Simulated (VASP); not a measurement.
Input of a VASP 6.6.1 run:

File INCAR:

```
SYSTEM = BaTa2Tl3
ALGO = Normal
EDIFF = 1E-6
EDIFFG = -0.04
ENCUT = 600
GGA = PE
IBRION = 2
ISIF = 3
ISMEAR = 0
LASPH = .True.
LCHARG = .False.
LREAL = .False.
LWAVE = .False.
NELM = 60
NSW = 90
PREC = Accurate
SIGMA = 0.1
```

File KPOINTS:

```
k-points
0
Gamma
  3 3 4
  0 0 0
```

POSCAR

```
BaTa2Tl3
1.0
    6.6558579526      0.0000000000      0.0000000000
   -3.3279289763      5.7641420709      0.0000000000
    0.0000000000      0.0000000000      4.0528709275
Ba Ta Tl
1 2 3
Direct
    0.0000000000      0.0000000000      0.0000000000
    0.3333333333      0.6666666667      0.0000000000
    0.6666666667      0.3333333333      0.0000000000
    0.5000000000      0.0000000000      0.5000000000
    0.5000000000      0.5000000000      0.5000000000
    0.0000000000      0.5000000000      0.5000000000
```

Potentials or basis: VASP PAW PBE potentials, release 64 (Ba_sv, Ta_pv, Tl_d).

Command:

```bash
$ cat potpaw_PBE.64/Ba_sv/POTCAR potpaw_PBE.64/Ta_pv/POTCAR potpaw_PBE.64/Tl_d/POTCAR > POTCAR
$ mpirun -np 1 vasp_std > vasp.out
```

Question: What does it give for the relaxed cell?

Answer: a = 6.311 Å, b = 6.311 Å, c = 4.663 Å, α = 90.00°, β = 90.00°, γ = 120.00°.

Question: Estimate the space group after relaxing (to 0.05 Å).

Answer: P6/mmm (No. 191).

Question: What does it give for the relaxed volume?

Answer: 26.81 Å³/atom.

The path:
```
step  energy change (eV)  largest force (eV/Å)  pressure (GPa)  volume (Å³)
   1              0.0000                0.0000            7.69       155.49
   2             -0.1451                0.0000           -5.69       184.97
   3             -0.4212                0.0000           -0.97       170.76
   4             -0.5040                0.0000           -0.93       168.94
   5             -0.6551                0.0000           -0.49       163.58
   6             -0.2069                0.0000            3.20       150.87
   7             -0.6723                0.0000           -0.30       162.14
   8             -0.6788                0.0000           -0.09       160.83
```

Caveat: the k points lie up to 0.38 Å⁻¹ apart in the final cell.
